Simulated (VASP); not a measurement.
A run of VASP 6.6.1 is set up as follows.

INCAR

```
SYSTEM = Ti16H
PREC = Accurate
ENCUT = 520
EDIFF = 1E-6
ISMEAR = 1
SIGMA = 0.1
LREAL = Auto
LASPH = .TRUE.
NELM = 100
ALGO = Normal
ISIF = 2
LWAVE = .FALSE.
LCHARG = .FALSE.
GGA = PE
NBANDS = 110
```

KPOINTS

```
Automatic mesh
0
G
  4 4 2
  0 0 0
```

File POSCAR:

```
Ti16H
1.0
    5.8787149800      0.0000000600      0.0000000000
   -2.9393575400      5.0911164800      0.0000000000
    0.0000000000      0.0000000000      9.2970418600
Ti H
16 1
Direct
    0.1608741912      0.3288414235      0.1211794049
    0.3300702815      0.1562562914      0.3747441447
    0.1608873987      0.3288011573      0.6282794127
    0.3347356139      0.1669753547      0.8747363003
    0.1675496680      0.8320501027      0.1215258592
    0.3305806656      0.6687772699      0.3747266122
    0.1675586017      0.8320057116      0.6279606017
    0.3350019192      0.6646312244      0.8747262971
    0.6703020324      0.3292758998      0.1212753494
    0.8344210987      0.1648995762      0.3747247837
    0.6703050458      0.3292332765      0.6281953000
    0.8336952241      0.1658640012      0.8747199510
    0.6707899393      0.8387454847      0.1211498256
    0.8431128328      0.6692408164      0.3747382288
    0.6707901483      0.8386914691      0.6283006023
    0.8326210879      0.6648299962      0.8747325356
    0.5012507411      0.4982011274      0.3747327432
```

Potentials or basis: VASP PAW PBE potentials, release 64 (Ti_sv, H).

Run with:

```console
$ cat potpaw_PBE.64/Ti_sv/POTCAR potpaw_PBE.64/H/POTCAR > POTCAR
$ mpirun -np 1 vasp_std > vasp.out
```

Task: What does it give for the pressure?

Result: 1.4 GPa.

Task: What does it give for the largest force?

Result: 0.056 eV/Å.

Task: What does it give for the band gap on the k mesh?

Result: Zero (an odd number of electrons rules out a gap without spin polarisation).

Stress tensor (GPa, compression positive):
```
1.61 0.02 0.00
0.02 1.64 0.00
0.00 0.00 0.93
```
